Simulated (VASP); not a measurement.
A run of VASP 6.6.1 is set up as follows.

The input INCAR:

```
SYSTEM = Ta2O5
PREC = Accurate ; ENCUT = 520
EDIFF = 1E-6 ; ISMEAR = 0
SIGMA = 0.03 ; LREAL = .False.
LASPH = .True. ; NELM = 80
ALGO = Normal ; ISIF = 2
LWAVE = .False. ; LCHARG = .False.
GGA = PS ; NBANDS = 65
```

File KPOINTS:

```
regular mesh
0
Gamma
  9 9 3
  0 0 0
```

The input POSCAR:

```
Ta2O5
1.0
   -3.6699850995      0.0000000000      0.0000000000
    0.0000000000     -3.8590866788      0.0000000000
    0.0000000000      0.0000000000     17.3669648015
Ta O
4 10
Direct
    0.5000000000      0.0000000000      0.0331917540
    0.5000000000      0.0000000000      0.4036354368
    0.0000000000      0.0000000000      0.5888572782
    0.0000000000      0.0000000000      0.2184135954
    0.5000000000      0.5000000000      0.0331917540
    0.5000000000      0.5000000000      0.4036354368
    0.0000000000      0.0000000000      0.0995937978
    0.0000000000      0.0000000000      0.4700374807
    0.0000000000      0.5000000000      0.5888572782
    0.0000000000      0.5000000000      0.2184135954
    0.5000000000      0.0000000000      0.5888572782
    0.5000000000      0.0000000000      0.2184135954
    0.0000000000      0.0000000000      0.7076770758
    0.0000000000      0.0000000000      0.3372333930
```

Potentials or basis: VASP PAW PBE potentials, release 64 (Ta_pv, O).

Command:

```console
$ cat potpaw_PBE.64/Ta_pv/POTCAR potpaw_PBE.64/O/POTCAR > POTCAR
$ mpirun -np 1 vasp_std > vasp.out
```

Q: Estimate the largest force.

A: 4.230 eV/Å.

Q: Estimate the pressure.

A: 1.1 GPa.

Forces on the atoms (eV/Å):
```
Ta   0.000  0.000  4.174
Ta   0.000  0.000  0.972
Ta   0.000  0.000  4.094
Ta   0.000  0.000  1.741
O    0.000  0.000 -0.863
O    0.000  0.000 -0.134
O    0.000  0.000 -4.230
O    0.000  0.000 -0.914
O    0.000  0.000 -0.137
O    0.000  0.000 -0.313
O    0.000  0.000 -1.008
O    0.000  0.000 -0.091
O    0.000  0.000 -2.379
O    0.000  0.000 -0.911
```

Caveat: the cell differs from its parent crystal (the distance across one plane changed); the PAW data sets were made with another functional, which shifts forces and pressure a little.
